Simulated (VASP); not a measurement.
Set up this calculation in VASP 6.6.1, as the native input.

| Quantity | Value |
| --- | --- |
| Task | single point |
| Functional | PBE |
| Dispersion | D3(BJ) |
| Potentials or basis | VASP PAW PBE potentials, release 64 (Pd, F, H) |
| Cutoff | 520 eV |
| k mesh | 4 × 4 × 1 |
| Occupations | gaussian, width 0.1 eV |
| Spin | no spin polarisation |
| Dipole correction | yes |
| Further INCAR settings | ALGO = Normal; EDIFF = 1e-07; NBANDS = 77 |

The structure of HPd12F lies in POSCAR:

```
HPd12F
1.0
    5.5001966168      0.0000000000      0.0000000000
   -2.7500983084      4.7633099959      0.0000000000
    0.0000000000      0.0000000000     23.4209917320
Pd F H
12 1 1
Direct
    0.3333333333      0.1666666667      0.3415739219
    0.3333333333      0.6666666667      0.3415739219
    0.8333333333      0.1666666667      0.3415739219
    0.8333333333      0.6666666667      0.3415739219
    0.6666931397      0.3333465698      0.4391364422
    0.6666666667      0.8333333333      0.4391112419
    0.1666534302      0.3333465698      0.4391364422
    0.1666534302      0.8333068603      0.4391364422
    0.0000000000      0.5000000000      0.5367054851
    0.0001755049      0.0000877524      0.5366347203
    0.4999122476      0.4998244951      0.5366347203
    0.4999122476      0.0000877524      0.5366347203
    0.6666666667      0.8333333333      0.6680763804
    0.6666666667      0.8333333333      0.7078530605
```

The input as run:

INCAR

```
PREC     = Accurate       # precision mode
ENCUT    = 520            # plane-wave cutoff, eV
EDIFF    = 1E-7           # SCF threshold, eV
ISMEAR   = 0              # smearing method
SIGMA    = 0.1            # smearing width, eV
LREAL    = F              # projectors in reciprocal space
LASPH    = T              # aspherical terms in the spheres
NELM     = 100            # most SCF steps
ALGO     = Normal         # electronic algorithm
ISIF     = 2              # what is computed and relaxed
LWAVE    = F              # write WAVECAR
LCHARG   = F              # write CHGCAR
LDIPOL   = T            
IDIPOL   = 3            
DIPOL    = 0.5 0.5 0.475
GGA      = PE             # functional
IVDW     = 12             # dispersion correction
NBANDS   = 77             # bands
```

KPOINTS

```
Automatic mesh
0
Gamma
  4 4 1
```

Potentials or basis: VASP PAW PBE potentials, release 64 (Pd, F, H).

Command:

```sh
$ cat potpaw_PBE.64/Pd/POTCAR potpaw_PBE.64/F/POTCAR potpaw_PBE.64/H/POTCAR > POTCAR
$ mpirun -np 1 vasp_std > vasp.out
```

Results of the run:

```json
{
 "Largest force": "0.331 eV/Å",
 "Band gap on the k mesh": "zero (bands 64 and 65 overlap by 0.44 eV)",
 "Dispersion energy per atom": "-0.387 eV"
}
```

It took 7.2 min on 1 thread of Intel(R) Xeon(R) 6975P-C (Granite Rapids) (shared host), peak memory 0.74 GiB.
